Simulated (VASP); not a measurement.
Here is a VASP 6.6.1 calculation.

File INCAR:

```
PREC     = Accurate       # precision mode
ENCUT    = 520            # plane-wave cutoff, eV
EDIFF    = 1E-6           # SCF threshold, eV
ISMEAR   = 0              # smearing method
SIGMA    = 0.1            # smearing width, eV
LREAL    = False          # projectors in reciprocal space
LASPH    = True           # aspherical terms in the spheres
NELM     = 100            # most SCF steps
ALGO     = Normal         # electronic algorithm
ISIF     = 2              # what is computed and relaxed
LWAVE    = False          # write WAVECAR
LCHARG   = False          # write CHGCAR
GGA      = PE             # functional
NBANDS   = 41             # bands
```

File KPOINTS:

```
Automatic mesh
0
Gamma
  4 4 4
```

Contents of POSCAR:

```
Mg3Cd2Se5
1.0
   -0.0002615272     -3.9799997568      0.0001882789
    3.9801578517      0.0002556395     -0.0002119354
   -1.9899381577      1.9901756372     13.9670348513
Mg Cd Se
3 2 5
Direct
    0.9025404119      0.9025691629      0.8049156841
    0.4997016724      0.4999426596     -0.0000091246
    0.0979144866      0.0980461649      0.1950760956
    0.6987680326      0.6990844405      0.3983135060
    0.3011243948      0.3004331730      0.6017155895
    0.8025589339      0.8022469451      0.6050353083
    0.4029319365      0.4028976370      0.8056746528
   -0.0000809288     -0.0000836096      0.0000116960
    0.5974605192      0.5974675132      0.1943530334
    0.1970805408      0.1973959132      0.3949135589
```

Potentials or basis: VASP PAW PBE potentials, release 64 (Mg, Cd, Se).

Run with:

```console
$ cat potpaw_PBE.64/Mg/POTCAR potpaw_PBE.64/Cd/POTCAR potpaw_PBE.64/Se/POTCAR > POTCAR
$ mpirun -np 1 vasp_std > vasp.out
```

Estimate the largest force.

0.044 eV/Å.

Estimate the pressure.

0.1 GPa.

What does it give for the band gap on the k mesh?

0.33 eV, indirect (least direct gap 0.71 eV).

Forces in eV/Å, atoms in the order of the input:
```
Mg   0.000  0.000 -0.001
Mg   0.000 -0.001  0.002
Mg  -0.001  0.001  0.002
Cd   0.000  0.000  0.003
Cd   0.001  0.002 -0.006
Se   0.000 -0.002  0.044
Se   0.000  0.001  0.024
Se   0.001  0.000 -0.002
Se   0.000  0.001 -0.027
Se   0.000 -0.002 -0.040
```

A k mesh can miss the band edges.
